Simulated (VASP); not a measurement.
# Tc (Fm-3m) in VASP: notebook

The runs below take Tc through single point, with r2SCAN.

All numbers are computed with VASP 6.6.1; they aren't measurements. Logs are shortened: lines on timing, memory, paths and dates and some standing lists are left out, and cuts for length are marked.

### Step 1. The cell of the first run

The structure is cubic, space group Fm-3m (No. 225). The conventional cell has a = 3.856 Å, b = 3.856 Å, c = 3.856 Å, α = 90.00°, β = 90.00°, γ = 90.00°. Within 3.6 Å of Tc (site symmetry m-3m) lie 12 Tc at 2.73 Å.

This isn't the form of Tc at room conditions, which is hcp.

### Step 2. Single point, r2SCAN

POSCAR

```
Tc
1.0
    3.8559548152      0.0000000000      0.0000000000
    0.0000000000      3.8559548152      0.0000000000
    0.0000000000      0.0000000000      3.8559548152
Tc
4
Direct
    0.0000000000      0.0000000000      0.0000000000
    0.0000000000      0.5000000000      0.5000000000
    0.5000000000      0.0000000000      0.5000000000
    0.5000000000      0.5000000000      0.0000000000
```

INCAR.step1

```
PREC = Accurate
ENCUT = 520
ISMEAR = 0
SIGMA = 0.05
LREAL = F
LASPH = T
NELM = 60
NBANDS = 34
GGA = PE
ALGO = Normal
EDIFF = 1E-4
LWAVE = T
LCHARG = F
```

INCAR.step2

```
PREC = Accurate
ENCUT = 520
EDIFF = 1E-7
ISMEAR = 0
SIGMA = 0.05
LREAL = F
LASPH = T
NELM = 60
ALGO = Normal
ISIF = 2
LWAVE = F
LCHARG = T
METAGGA = R2SCAN
LMIXTAU = T
LELF = T
LVHAR = T
NBANDS = 34
ISTART = 1
```

KPOINTS

```
Automatic mesh
0
Gamma
  5 5 5
```

Potentials or basis: VASP PAW PBE potentials, release 64 (Tc_pv).

The run is started by

```console
> cat potpaw_PBE.64/Tc_pv/POTCAR > POTCAR
> cp INCAR.step1 INCAR
> mpirun -np 1 vasp_std > vasp.out
> cp INCAR.step2 INCAR
> mpirun -np 1 vasp_std > vasp.out
```

OUTCAR:

```text
PREC = Accurate
   ENCUT = 520
   EDIFF = 1E-7
   ISMEAR = 0
   LREAL = F
   LASPH = T
   NELM = 60
   ISIF = 2
   METAGGA = R2SCAN
   ISTART = 1

 ion  position               nearest neighbor table
   1  0.000  0.000  0.000-   2 2.73   3 2.73   4 2.73   2 2.73   3 2.73   2 2.73   4 2.73   2 2.73
                             3 2.73   4 2.73   3 2.73   4 2.73
   2  0.000  0.500  0.500-   1 2.73   3 2.73   4 2.73   1 2.73   4 2.73   1 2.73   3 2.73   1 2.73
                             3 2.73   4 2.73   4 2.73   3 2.73
   3  0.500  0.000  0.500-   1 2.73   2 2.73   4 2.73   1 2.73   4 2.73   2 2.73   4 2.73   4 2.73
                             1 2.73   2 2.73   1 2.73   2 2.73
   4  0.500  0.500  0.000-   1 2.73   2 2.73   3 2.73   2 2.73   3 2.73   1 2.73   3 2.73   3 2.73
                             1 2.73   2 2.73   2 2.73   1 2.73

  LATTYP: Found a simple cubic cell.
 ALAT       =     3.8559548152

  Lattice vectors:

 A1 = (   3.8559548152,   0.0000000000,   0.0000000000)
 A2 = (   0.0000000000,   3.8559548152,   0.0000000000)
 A3 = (   0.0000000000,   0.0000000000,   3.8559548152)

Analysis of symmetry for initial positions (statically):
=====================================================================
 Subroutine PRICEL returns following result:

  LATTYP: Found a face centered cubic cell.
 ALAT       =     3.8559548152

  Lattice vectors:

 A1 = (   1.9279774076,  -1.9279774076,   0.0000000000)
 A2 = (   1.9279774076,   0.0000000000,   1.9279774076)
 A3 = (   0.0000000000,  -1.9279774076,   1.9279774076)

   4 primitive cells build up your supercell.

 Routine SETGRP: Setting up the symmetry group for a
 simple cubic supercell.

 Subroutine GETGRP returns: Found 48 space group operations
 (whereof 48 operations were pure point group operations)
 out of a pool of 48 trial point group operations.

The static configuration has the point symmetry O_h .

Analysis of symmetry for dynamics (positions and initial velocities):
=====================================================================
 Subroutine PRICEL returns following result:

  LATTYP: Found a face centered cubic cell.
 ALAT       =     3.8559548152

  Lattice vectors:

 A1 = (   1.9279774076,  -1.9279774076,   0.0000000000)
 A2 = (   1.9279774076,   0.0000000000,   1.9279774076)
 A3 = (   0.0000000000,  -1.9279774076,   1.9279774076)
[... 89 lines left out ...]
   LSORBIT =      F    spin-orbit coupling
   LASPH  =      T    aspherical Exc in radial PAW
   ENCUT  =  520.0 eV  38.22 Ry    6.18 a.u.   7.17  7.17  7.17*2*pi/ulx,y,z
   NELM   =     60;   NELMIN=  2; NELMDL=  0     # of ELM steps
   EDIFF  = 0.1E-06   stopping-criterion for ELM
   LREAL  =      F    real-space projection
   EDIFFG = 0.1E-05   stopping-criterion for IOM
   NSW    =      0    number of steps for IOM
   IBRION =     -1    ionic relax: 0-MD 1-quasi-New 2-CG
   NFREE  =      0    steps in history (QN), initial steepest desc. (CG)
   ISIF   =      2    stress and relaxation
   ISYM   =      2    0-nonsym 1-usesym 2-fastsym
   POTIM  = 0.5000    time-step for ionic-motion
   TEBEG  =    0.0;   TEEND  =   0.0 temperature during run
   PSTRESS=    0.0 pullay stress
   NELECT =      52.0000    total number of electrons
   NUPDOWN=      -1.0000    fix difference up-down
   EMIN   =  10.00;   EMAX   =-10.00  energy-range for DOS
   EFERMI =   0.00;   METHOD = LEGACY
   ISMEAR =     0;   SIGMA  =   0.05  broadening in eV -4-tet -1-fermi 0-gaus
   EFERMI_NEDOS =   21; number of points for ismear=-14 and -15
   IALGO  =     38    algorithm
   IMIX   =      4    mixing-type and parameters
     AMIX     =   0.40;   BMIX     =  1.00
     AMIX_MAG =   1.60;   BMIX_MAG =  1.00
  volume/ion in A,a.u.               =      14.33        96.72
  Fermi-wavevector in a.u.,A,eV,Ry     =   1.584689  2.994628 34.167479  2.511239
  Thomas-Fermi vector in A             =   2.684268
   LORBIT       =      0    0 simple, 1 ext, 2 COOP (PROOUT), +10 PAW based schemes
   METAGGA = R2SCAN    functional components
   LHFCALC =     F    Hartree Fock is set to
   AEXX    =    0.0000 exact exchange contribution
   IVDW    =     0    specifies the selected vdW correction
   LEPSILON=     F    determine dielectric tensor
   LRPA    =     F    only Hartree local field effects (RPA)
 non-spin polarized calculation
 Gauss-broadening in eV      SIGMA  =   0.05
  energy-cutoff  :      520.00
  volume of cell :       57.33
 maximum number of plane-waves:      1558
 NGX is ok and might be reduce to    30
   NGX = 15   NGY = 15   NGZ = 15

 number of electron      52.0000003 magnetization

 Free energy of the ion-electron system (eV)
  ---------------------------------------------------
  ext. energy  EPLUGINS =         0.00000000
  ---------------------------------------------------
  free energy    TOTEN  =      -103.49627880 eV

  energy without entropy =     -103.48855638  energy(sigma->0) =     -103.49241759

 E-fermi :  12.7537     XC(G=0): -15.1184

 val. band max:       12.7294953464   @ k =   0.4000   0.4000   0.0000
 cond. band min:      12.7770530097   @ k =   0.4000   0.2000   0.0000
 fundamental gap:      0.0475576632
 Fermi energy:        12.7536694400

 k-point     1 :       0.0000    0.0000    0.0000
  band No.  band energies     occupation
      1     -28.1584      2.00000
      2     -28.1584      2.00000
      3     -28.1584      2.00000
      4     -27.3647      2.00000
      5     -27.3647      2.00000
      6     -27.3647      2.00000
[... 359 lines left out ...]
     33      15.7705      0.00000
     34      17.0535      0.00000

------------------------ aborting loop because EDIFF is reached ----------------------------------------

  FORCE on cell =-STRESS in cart. coord.  units (eV):
  Direction    XX          YY          ZZ          XY          YZ          ZX
  --------------------------------------------------------------------------------------
  -------------------------------------------------------------------------------------
  Total        0.1465884      0.1465884      0.1465884      0.0000000      0.0000000      0.0000000
  in kB        4.0965148      4.0965148      4.0965148      0.0000000      0.0000000      0.0000000
  external PRESSURE =       4.0965148 kB  Pullay stress =       0.0000000 kB

 VOLUME and BASIS-vectors are now :
 -----------------------------------------------------------------------------
  energy-cutoff  :      520.00
  volume of cell :       57.33
      direct lattice vectors                 reciprocal lattice vectors
     3.855954815  0.000000000  0.000000000     0.259339139  0.000000000  0.000000000
     0.000000000  3.855954815  0.000000000     0.000000000  0.259339139  0.000000000
     0.000000000  0.000000000  3.855954815     0.000000000  0.000000000  0.259339139

 POSITION                                       TOTAL-FORCE (eV/Angst)
 -----------------------------------------------------------------------------------
      0.00000      0.00000      0.00000        -0.000000      0.000000      0.000000
      0.00000      1.92798      1.92798        -0.000000      0.000000     -0.000000
      1.92798      0.00000      1.92798        -0.000000     -0.000000     -0.000000
      1.92798      1.92798      0.00000         0.000000     -0.000000      0.000000
 -----------------------------------------------------------------------------------
    total drift:                                0.000000      0.000000     -0.000000

  FREE ENERGIE OF THE ION-ELECTRON SYSTEM (eV)
  ---------------------------------------------------
  free  energy   TOTEN  =      -103.4962788019 eV

  energy  without entropy=     -103.4885563753  energy(sigma->0) =     -103.49241759
```

It took 66 s on 1 thread of AMD EPYC 7R13 (Zen 3), shared host; peak memory 0.14 GiB.

What came out:

* Free energy: -103.4963 eV
* Pressure: 0.4 GPa
* Band gap on the k mesh: zero (bands 26 and 27 overlap by 3.85 eV)

Levels at points of the mesh, in eV from the Fermi level:
```tsv
k point	band 22	band 23	band 24	band 25	band 26	band 27	band 28	band 29
(0.00, 0.00, 0.00)	-1.92	0.93	0.93	2.99	2.99	2.99	3.54	3.54
```

Caveat: the PAW data sets were made with another functional, which shifts forces and pressure a little.

### Step 3. Single point, r2SCAN

POSCAR is that of step 2.

INCAR.step1

```
SYSTEM = Tc
ALGO     = Normal         ! electronic algorithm
EDIFF    = 1E-4           ! SCF threshold, eV
ENCUT    = 520            ! plane-wave cutoff, eV
GGA      = PE             ! functional
ISMEAR   = 0              ! smearing method
LASPH    = .TRUE.         ! aspherical terms in the spheres
LCHARG   = .FALSE.        ! write CHGCAR
LREAL    = .FALSE.        ! projectors in reciprocal space
LWAVE    = .TRUE.         ! write WAVECAR
NBANDS   = 34             ! bands
NELM     = 60             ! most SCF steps
PREC     = Accurate       ! precision mode
SIGMA    = 0.05           ! smearing width, eV
```

INCAR.step2

```
SYSTEM = Tc
ALGO     = Normal         ! electronic algorithm
EDIFF    = 1E-7           ! SCF threshold, eV
ENCUT    = 520            ! plane-wave cutoff, eV
ISIF     = 2              ! what is computed and relaxed
ISMEAR   = 0              ! smearing method
ISTART   = 1            
LASPH    = .TRUE.         ! aspherical terms in the spheres
LCHARG   = .FALSE.        ! write CHGCAR
LMIXTAU  = .TRUE.       
LREAL    = .FALSE.        ! projectors in reciprocal space
LWAVE    = .FALSE.        ! write WAVECAR
METAGGA  = R2SCAN         ! meta-GGA
NBANDS   = 34             ! bands
NELM     = 60             ! most SCF steps
PREC     = Accurate       ! precision mode
SIGMA    = 0.05           ! smearing width, eV
```

KPOINTS

```
k-points
0
G
  5 5 5
  0 0 0
```

Potentials or basis: VASP PAW PBE potentials, release 64 (Tc_pv).

The run is started by

```console
> cat potpaw_PBE.64/Tc_pv/POTCAR > POTCAR
> cp INCAR.step1 INCAR
> mpirun -np 1 vasp_std > vasp.out
> cp INCAR.step2 INCAR
> mpirun -np 1 vasp_std > vasp.out
```

Wall time 64 s (1 thread of AMD EPYC 7R13 (Zen 3), shared host); peak memory 0.14 GiB.

The run converged. Its results:

| Item | Value |
| --- | --- |
| Free energy | -103.4963 eV |
| Pressure | 0.4 GPa |
| Band gap on the k mesh | zero (bands 26 and 27 overlap by 3.85 eV) |

Levels at points of the mesh, in eV from the Fermi level:
```
           k point  band 23  band 24  band 25  band 26  band 27  band 28
(0.00, 0.00, 0.00)     0.93     0.93     2.99     2.99     2.99     3.54
```

Caveat: the PAW data sets were made with another functional, which shifts forces and pressure a little.
